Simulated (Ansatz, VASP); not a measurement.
## Two plane-wave programs on Ge2Sb2Te5

The input INCAR:

```
SYSTEM = Ge2Sb2Te5
PREC = Accurate
ENCUT = 520
EDIFF = 1E-6
ISMEAR = 0
SIGMA = 0.01
LREAL = .FALSE.
LASPH = .TRUE.
NELM = 60
ALGO = Normal
ISIF = 2
LWAVE = .FALSE.
LCHARG = .FALSE.
GGA = PE
NBANDS = 44
```

File KPOINTS:

```
Automatic mesh
0
G
  6 6 4
  0 0 0
```

The input POSCAR:

```
Ge2Sb2Te5
1.0
    6.8391360000     -3.0660060000      0.0000000000
    6.8391360000      3.0660060000      0.0000000000
   -6.8309770000      0.0000000000      6.8476090000
Ge Sb Te
2 2 5
Direct
    0.4973430000      0.4973430000      0.0110440000
    0.2842870000      0.2842870000      0.1878300000
    0.1118700000      0.1118700000      0.4173520000
    0.9017080000      0.9017080000      0.5878730000
    0.3999590000      0.3999590000      0.5971180000
    0.2065190000      0.2065190000      0.8098030000
    0.0083240000      0.0083240000      0.0064350000
    0.7952880000      0.7952880000      0.1961120000
    0.5947020000      0.5947020000      0.3864330000
```

Input for Ansatz:

```yaml
crystal:
  lattice:
    - [6.839136, -3.066006, 0.0]
    - [6.839136, 3.066006, 0.0]
    - [-6.830977, 0.0, 6.847609]
  atoms:
    - { symbol: Ge, position: [0.497343, 0.497343, 0.011044] }
    - { symbol: Ge, position: [0.284287, 0.284287, 0.18783] }
    - { symbol: Sb, position: [0.11187, 0.11187, 0.417352] }
    - { symbol: Sb, position: [0.901708, 0.901708, 0.587873] }
    - { symbol: Te, position: [0.399959, 0.399959, 0.597118] }
    - { symbol: Te, position: [0.206519, 0.206519, 0.809803] }
    - { symbol: Te, position: [0.008324, 0.008324, 0.006435] }
    - { symbol: Te, position: [0.795288, 0.795288, 0.196112] }
    - { symbol: Te, position: [0.594702, 0.594702, 0.386433] }
basis:
  ecutwfc: 420
kpoints:
  mp_grid: { grid: [6, 6, 4] }
hamiltonian:
  xc: pbe
scf:
  occupations: { method: gaussian, width: 0.01 }
output:
  forces: true
  stress: true
  eigenvalues: true
```

Alike in both runs: task single point; functional PBE; k mesh 6 × 6 × 4; occupations gaussian, width 0.01 eV; no spin polarisation.

|  | VASP | Ansatz |
| --- | --- | --- |
| version | VASP 6.6.1 | Ansatz 0.2.0 |
| potentials or method | VASP PAW PBE potentials, release 64 (Ge_d, Sb, Te), cutoff 520 eV | scalar-relativistic, plane waves, PAW |
| valence electrons in the cell | 68 | 138 |

|  | VASP | Ansatz | Ansatz less VASP |
| --- | --- | --- | --- |
| gap on the k mesh at the Fermi level (eV) | 0.05 | 0.05 | +0.001 |
| least direct gap on the mesh (eV) | 0.05 | 0.05 | +0.001 |
| pressure (GPa) | -0.1 | -0.1 | +0.01 |
| traceless stress, the component that is largest in VASP (GPa) | -0.52 | -0.50 | +0.019 |
| rms of the force components (eV/Å) | 0.048 | 0.048 | +0.0002 |

Atom by atom the forces differ by 0.005 eV/Å (rms over components). VASP's potentials hold 68 valence electrons a cell and Ansatz's 138, so a difference there can come from the potentials and not from the codes.

Spin-orbit coupling is off throughout.
